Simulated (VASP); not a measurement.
Input of a VASP 6.6.1 run:

The input INCAR:

```
PREC = Accurate
ENCUT = 520
EDIFF = 1E-7
ISMEAR = 0
SIGMA = 0.1
LREAL = F
LASPH = T
NELM = 150
ALGO = Normal
ISIF = 2
LWAVE = F
LCHARG = F
ISPIN = 2
MAGMOM = 0 0 0 0.83
LORBIT = 11
LMAXMIX = 4
GGA = PE
NBANDS = 20
```

File KPOINTS:

```
Automatic mesh
0
Gamma
  16 16 16
```

POSCAR

```
MoH3
1.0
    2.9166884414      0.0000000000      0.0000000000
    0.0000000000      2.9166884414      0.0000000000
    0.0000000000      0.0000000000      2.9166884414
H Mo
3 1
Direct
    0.0000000000      0.5000000000      0.5000000000
    0.5000000000      0.0000000000      0.5000000000
    0.5000000000      0.5000000000      0.0000000000
    0.0000000000      0.0000000000      0.0000000000
```

Potentials or basis: VASP PAW PBE potentials, release 64 (H, Mo_sv).

Launch:

```sh
$ cat potpaw_PBE.64/H/POTCAR potpaw_PBE.64/Mo_sv/POTCAR > POTCAR
$ mpirun -np 1 vasp_std > vasp.out
```

What does it give for the site moments?

H -0.01; Mo +0.92 μB.

What does it give for the band gap on the k mesh?

Zero (filled and empty bands overlap).

Predict the pressure.

0.0 GPa.
